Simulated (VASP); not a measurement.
Wanted: the native input for a VASP 6.6.1 run.

```
Task                   : single point
Functional             : LDA
Potentials or basis    : VASP PAW LDA potentials, release 64 (Mg, H, Os)
Cutoff                 : 520 eV
k mesh                 : 4 × 4 × 4
Occupations            : fermi-dirac, width 0.1 eV
Spin                   : no spin polarisation
Dipole correction      : no
Further INCAR settings : ALGO = Normal; EDIFF = 1e-06; NBANDS = 19
```

The structure of Mg2H6Os lies in POSCAR:

```
Mg2H6Os
1.0
    0.0000000000      3.3176350000      3.3176350000
    3.3176350000      0.0000000000      3.3176350000
    3.3176350000      3.3176350000      0.0000000000
Mg H Os
2 6 1
Direct
    0.7500000000      0.7500000000      0.7500000000
    0.2500000000      0.2500000000      0.2500000000
    0.7461650000      0.7461650000      0.2538350000
    0.2538350000      0.7461650000      0.2538350000
    0.7461650000      0.2538350000      0.2538350000
    0.2538350000      0.2538350000      0.7461650000
    0.7461650000      0.2538350000      0.7461650000
    0.2538350000      0.7461650000      0.7461650000
    0.0000000000      0.0000000000      0.0000000000
```

The input as run:

INCAR

```
PREC = Accurate ; ENCUT = 520
EDIFF = 1E-6 ; ISMEAR = -1
SIGMA = 0.1 ; LREAL = F
LASPH = T ; NELM = 60
ALGO = Normal ; ISIF = 2
LWAVE = F ; LCHARG = F
GGA = CA ; NBANDS = 19
```

KPOINTS

```
regular mesh
0
Gamma
  4 4 4
```

Potentials or basis: VASP PAW LDA potentials, release 64 (Mg, H, Os).

Run with:

```console
$ cat potpaw_LDA.64/Mg/POTCAR potpaw_LDA.64/H/POTCAR potpaw_LDA.64/Os/POTCAR > POTCAR
$ mpirun -np 1 vasp_std > vasp.out
```

Results of the run:

The pressure is -2.6 GPa. The largest force is 0.144 eV/Å and the band gap on the k mesh is 3.23 eV, indirect (the least direct gap lies 0.4 meV higher).

Caveat: spin-orbit coupling is left out, which moves the levels of the heavy elements.

It took 29 s on 1 thread of AMD EPYC 7R13 (shared host), peak memory 0.15 GiB.
